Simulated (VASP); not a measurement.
A run of VASP 6.6.1:

Contents of POSCAR:

```
Ti
1.0
    3.0965177982      0.0000000000      0.0000000000
   -1.5482588991      2.5418607360      0.0000000000
    0.0000000000      0.0000000000      4.9631078732
Ti
2
Direct
    0.3333333333      0.6666666667      0.2500000000
    0.6666666667      0.3333333333      0.7500000000
```

The input INCAR.step1:

```
ALGO = Normal
EDIFF = 1E-4
ENCUT = 520
GGA = PE
ISMEAR = 1
LASPH = T
LCHARG = F
LREAL = F
LWAVE = T
NBANDS = 19
NELM = 80
PREC = Accurate
SIGMA = 0.05
```

INCAR.step2

```
ALGO = Normal
EDIFF = 1E-6
ENCUT = 520
ISIF = 2
ISMEAR = 1
ISTART = 1
LASPH = T
LCHARG = F
LMIXTAU = T
LREAL = F
LWAVE = F
METAGGA = R2SCAN
NBANDS = 19
NELM = 80
PREC = Accurate
SIGMA = 0.05
```

The input KPOINTS:

```
k-points
0
Gamma
  18 18 10
```

Potentials or basis: VASP PAW PBE potentials, release 64 (Ti_sv).

Command:

```sh
$ cat potpaw_PBE.64/Ti_sv/POTCAR > POTCAR
$ cp INCAR.step1 INCAR
$ mpirun -np 1 vasp_std > vasp.out
$ cp INCAR.step2 INCAR
$ mpirun -np 1 vasp_std > vasp.out
```

Hardware: 1 thread of Intel Xeon 8259CL (shared host).

**Question.** How long does it take, and how much memory?

**Answer.** Run time: 23 min on 1 thread of Intel Xeon 8259CL, on a shared host, peak memory 0.43 GiB. Counts: k points 546.
